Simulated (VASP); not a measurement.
C: single point with LDA

C:

```xyz
4
Lattice="2.4835 0.0000 0.0000 -1.2417 2.1508 0.0000 0.0000 0.0000 4.0945" Properties=species:S:1:pos:R:3 pbc="T T T"
C     0.0000    1.4338   -0.0010
C     1.2417    0.7169    2.0463
C     0.0000    1.4338    1.5323
C     1.2417    0.7169    3.5796
```

This cell differs from its parent crystal: strained cell.

```yaml
Program: VASP 6.6.1
Task: single point
Functional: LDA
Potentials_or_basis: VASP PAW LDA potentials, release 64 (C)
Cutoff: 520 eV
k_mesh: 9 × 9 × 6
Occupations: gaussian, width 0.02 eV
Spin: no spin polarisation
Dipole_correction: no
Further_INCAR_settings: ALGO = Normal; EDIFF = 1e-07; NBANDS = 16
```

```yaml
Pressure: 6.6 GPa
Band_gap_on_the_k_mesh: 2.99 eV, indirect (least direct gap 4.86 eV)
```

Stress tensor (GPa, compression positive):
```
 1.77  0.00  0.00
 0.00  1.77  0.00
 0.00  0.00 16.13
```

Levels at points of the mesh, in eV from the valence-band top:
```tsv
k point	band 5	band 6	band 7	band 8	band 9	band 10	band 11	band 12
(0.00, 0.00, 0.00)	-3.29	-0.52	0.00	0.00	4.86	4.86	5.65	8.49
(0.00, 0.00, 0.50)	-1.98	-1.98	-1.98	-1.98	7.26	7.26	7.26	7.26
```

It used 7.9 s of CPU time on 1 thread of AMD EPYC 9R14 (Zen 4) (shared host).

Caveat: the cell differs from its parent crystal (strained cell). A k mesh can miss the band edges.
